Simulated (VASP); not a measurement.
# FeSi (P2_13) in VASP: electric field gradients with PBEsol

Aim: the electric field gradients of FeSi with PBEsol.

Program: VASP 6.6.1. These are calculated values, not measurements. Logs are shortened: lines on timing, memory, paths and dates and some standing lists are left out, and cuts for length are marked.

## (1) The cell of the first run

It takes space group P2_13 (No. 198, cubic). Conventional cell: a = 4.551 Å, b = 4.551 Å, c = 4.551 Å, α = 90.00°, β = 90.00°, γ = 90.00°. Within 3.1 Å of Fe (site symmetry 3) lie 7 Si at 2.32 to 2.55 Å and 6 Fe at 2.79 Å. Si (site symmetry 3) has 7 Fe at 2.32 to 2.55 Å and 6 Si at 2.82 Å within 3.1 Å.

## (2) Electric field gradients, PBEsol, collinear spin, ferromagnetic start

INCAR

```
ALGO = Normal
EDIFF = 1E-8
ENCUT = 520
GGA = PS
GGA_COMPAT = False
ISIF = 2
ISMEAR = -1
ISPIN = 2
LASPH = True
LCHARG = False
LEFG = True
LMAXMIX = 4
LORBIT = 11
LREAL = False
LWAVE = False
MAGMOM = 2.5 2.5 2.5 2.5 0 0 0 0
NBANDS = 38
NELM = 200
PREC = Accurate
SIGMA = 0.05
```

KPOINTS

```
k-points
0
Gamma
  3 3 3
```

POSCAR

```
FeSi
1.0
    4.5507000000      0.0000000000      0.0000000000
    0.0000000000      4.5507000000      0.0000000000
    0.0000000000      0.0000000000      4.5507000000
Fe Si
4 4
Direct
    0.1365200000      0.1365200000      0.1365200000
    0.3634800000      0.8634800000      0.6365200000
    0.6365200000      0.3634800000      0.8634800000
    0.8634800000      0.6365200000      0.3634800000
    0.8424000000      0.8424000000      0.8424000000
    0.6576000000      0.1576000000      0.3424000000
    0.3424000000      0.6576000000      0.1576000000
    0.1576000000      0.3424000000      0.6576000000
```

Potentials or basis: VASP PAW PBE potentials, release 64 (Fe, Si).

The run is started by

```bash
$ cat potpaw_PBE.64/Fe/POTCAR potpaw_PBE.64/Si/POTCAR > POTCAR
$ mpirun -np 1 vasp_std > vasp.out
```

OUTCAR:

```text
EDIFF = 1E-8
   ENCUT = 520
   GGA = PS
   ISIF = 2
   ISMEAR = -1
   ISPIN = 2
   LASPH = True
   LORBIT = 11
   LREAL = False
   NELM = 200
   PREC = Accurate

 ion  position               nearest neighbor table
   1  0.137  0.137  0.137-   5 2.32   6 2.37   7 2.37   8 2.37   7 2.55   8 2.55   6 2.55   3 2.79
                             4 2.79   2 2.79   2 2.79   4 2.79   3 2.79
   2  0.363  0.863  0.637-   6 2.32   5 2.37   7 2.37   8 2.37   7 2.55   8 2.55   5 2.55   1 2.79
                             1 2.79   3 2.79   3 2.79   4 2.79   4 2.79
   3  0.637  0.363  0.863-   7 2.32   6 2.37   5 2.37   8 2.37   8 2.55   6 2.55   5 2.55   1 2.79
                             4 2.79   2 2.79   2 2.79   4 2.79   1 2.79
   4  0.863  0.637  0.363-   8 2.32   6 2.37   7 2.37   5 2.37   6 2.55   5 2.55   7 2.55   1 2.79
                             3 2.79   2 2.79   1 2.79   2 2.79   3 2.79
   5  0.842  0.842  0.842-   1 2.32   2 2.37   3 2.37   4 2.37   3 2.55   4 2.55   2 2.55   6 2.82
                             7 2.82   8 2.82   6 2.82   8 2.82   7 2.82
   6  0.658  0.158  0.342-   2 2.32   1 2.37   3 2.37   4 2.37   3 2.55   4 2.55   1 2.55   8 2.82
                             5 2.82   5 2.82   7 2.82   7 2.82   8 2.82
   7  0.342  0.658  0.158-   3 2.32   2 2.37   1 2.37   4 2.37   4 2.55   2 2.55   1 2.55   8 2.82
                             5 2.82   8 2.82   6 2.82   6 2.82   5 2.82
   8  0.158  0.342  0.658-   4 2.32   2 2.37   3 2.37   1 2.37   2 2.55   1 2.55   3 2.55   7 2.82
                             5 2.82   7 2.82   5 2.82   6 2.82   6 2.82

  LATTYP: Found a simple cubic cell.
 ALAT       =     4.5507000000

  Lattice vectors:

 A1 = (   4.5507000000,   0.0000000000,   0.0000000000)
 A2 = (   0.0000000000,   4.5507000000,   0.0000000000)
 A3 = (   0.0000000000,   0.0000000000,   4.5507000000)

Analysis of symmetry for initial positions (statically):
=====================================================================
 Subroutine PRICEL returns:
 Original cell was already a primitive cell.

 Routine SETGRP: Setting up the symmetry group for a
 simple cubic supercell.

 Subroutine GETGRP returns: Found 12 space group operations
 (whereof  3 operations were pure point group operations)
 out of a pool of 48 trial point group operations.

The static configuration has the point symmetry C_3 .
 The point group associated with its full space group is T   .

Analysis of symmetry for dynamics (positions and initial velocities):
=====================================================================
[... 513 lines left out ...]
      0.62126      0.62126      0.62126        -0.030439     -0.030439     -0.030439
      1.65409      3.92944      2.89661         0.030439      0.030439     -0.030439
      2.89661      1.65409      3.92944        -0.030439      0.030439      0.030439
      3.92944      2.89661      1.65409         0.030439     -0.030439      0.030439
      3.83351      3.83351      3.83351         0.039712      0.039712      0.039712
      2.99254      0.71719      1.55816        -0.039712     -0.039712      0.039712
      1.55816      2.99254      0.71719         0.039712     -0.039712     -0.039712
      0.71719      1.55816      2.99254        -0.039712      0.039712     -0.039712
 -----------------------------------------------------------------------------------
    total drift:                               -0.000000     -0.000000      0.000000

  FREE ENERGIE OF THE ION-ELECTRON SYSTEM (eV)
  ---------------------------------------------------
  free  energy   TOTEN  =       -63.3205334963 eV

  energy  without entropy=      -63.2656087928  energy(sigma->0) =      -63.29307114

 Electric field gradients (V/A^2)
---------------------------------------------------------------------
 ion       V_xx      V_yy      V_zz      V_xy      V_xz      V_yz
---------------------------------------------------------------------
   1       0.000    -0.000     0.000    -5.575    -5.575    -5.575
   2       0.000    -0.000     0.000    -5.575     5.575     5.575
   3       0.000    -0.000     0.000     5.575     5.575    -5.575
   4       0.000    -0.000     0.000     5.575    -5.575     5.575
   5       0.000    -0.000    -0.000   -16.413   -16.413   -16.413
   6       0.000    -0.000    -0.000   -16.413    16.413    16.413
   7       0.000    -0.000    -0.000    16.413    16.413   -16.413
   8       0.000    -0.000    -0.000    16.413   -16.413    16.413
---------------------------------------------------------------------

 Electric field gradients after diagonalization (V/A^2)
 (convention: |V_zz| > |V_xx| > |V_yy|)
----------------------------------------------------------------------
 ion       V_xx      V_yy      V_zz     asymmetry (V_yy - V_xx)/ V_zz
----------------------------------------------------------------------
   1       5.575     5.575   -11.151       0.000
   2       5.575     5.575   -11.151       0.000
   3       5.575     5.575   -11.151       0.000
   4       5.575     5.575   -11.151       0.000
   5      16.413    16.413   -32.826       0.000
   6      16.413    16.413   -32.826       0.000
   7      16.413    16.413   -32.826       0.000
   8      16.413    16.413   -32.826       0.000
----------------------------------------------------------------------

           NMR quadrupolar parameters

 Cq : quadrupolar parameter    Cq=e*Q*V_zz/h
 eta: asymmetry parameters     (V_yy - V_xx)/ V_zz
 Q  : nuclear electric quadrupole moment in mb (millibarn)
----------------------------------------------------------------------
 ion       Cq(MHz)       eta       Q (mb)
----------------------------------------------------------------------
   1      -0.027       0.000       1.000
   2      -0.027       0.000       1.000
   3      -0.027       0.000       1.000
   4      -0.027       0.000       1.000
   5      -0.079       0.000       1.000
   6      -0.079       0.000       1.000
   7      -0.079       0.000       1.000
   8      -0.079       0.000       1.000
----------------------------------------------------------------------

 total charge

# of ion       s       p       d       tot
------------------------------------------
    1        0.416   0.578   6.489   7.483
    2        0.416   0.578   6.489   7.483
    3        0.416   0.578   6.489   7.483
    4        0.416   0.578   6.489   7.483
    5        0.737   0.858   0.000   1.595
    6        0.737   0.858   0.000   1.595
    7        0.737   0.858   0.000   1.595
    8        0.737   0.858   0.000   1.595
--------------------------------------------------
tot          4.611   5.746  25.957  36.313

 magnetization (x)

# of ion       s       p       d       tot
------------------------------------------
    1       -0.000  -0.002   1.018   1.015
    2       -0.000  -0.002   1.018   1.015
    3       -0.000  -0.002   1.018   1.015
    4       -0.000  -0.002   1.018   1.015
    5       -0.011  -0.035   0.000  -0.046
    6       -0.011  -0.035   0.000  -0.046
    7       -0.011  -0.035   0.000  -0.046
    8       -0.011  -0.035   0.000  -0.046
--------------------------------------------------
tot         -0.046  -0.150   4.072   3.876
```

Run time: 82 s. Hardware: 1 thread of Oxide Virtual Turin-like, shared host; peak memory 0.2 GiB.

Results:

| Item | Value |
| --- | --- |
| Free energy | -63.3205 eV |
| Pressure | -16.4 GPa |
| Largest force | 0.069 eV/Å |
| Net moment | 3.70 μB per cell |
| Site moments | Fe +1.01; Si -0.05 μB |
| Largest electric field gradient by atom | Fe -11.2; Si -32.8 V/Å² |
| Valence electrons inside the program's atomic spheres | Fe 7.48; Si 1.59 |

Forces in eV/Å, atoms in the order of the input:
```
Fe  -0.030 -0.030 -0.030
Fe   0.030  0.030 -0.030
Fe  -0.030  0.030  0.030
Fe   0.030 -0.030  0.030
Si   0.040  0.040  0.040
Si  -0.040 -0.040  0.040
Si   0.040 -0.040 -0.040
Si  -0.040  0.040 -0.040
```

Levels at points of the mesh, in eV from the Fermi level:
Spin up:
```tsv
k point	band 24	band 25	band 26	band 27	band 28	band 29
(0.00, 0.00, 0.00)	-0.70	0.05	0.05	0.05	2.49	2.49
```
Spin down:
```tsv
k point	band 19	band 20	band 21	band 22	band 23	band 24
(0.00, 0.00, 0.00)	-1.58	0.09	0.09	0.09	0.30	0.30
```

Electric field gradients, principal values (V/Å²):
```
atom   least  middle  greatest (by size)
1 Fe   5.575   5.575             -11.151
2 Fe   5.575   5.575             -11.151
3 Fe   5.575   5.575             -11.151
4 Fe   5.575   5.575             -11.151
5 Si  16.413  16.413             -32.826
6 Si  16.413  16.413             -32.826
7 Si  16.413  16.413             -32.826
8 Si  16.413  16.413             -32.826
```

Caveat: the k points lie up to 0.46 Å⁻¹ apart; without QUAD_EFG the Cq values of the log hold for a quadrupole moment of 1 mb, not for the nuclei; the PAW data sets were made with another functional, which shifts forces and pressure a little.
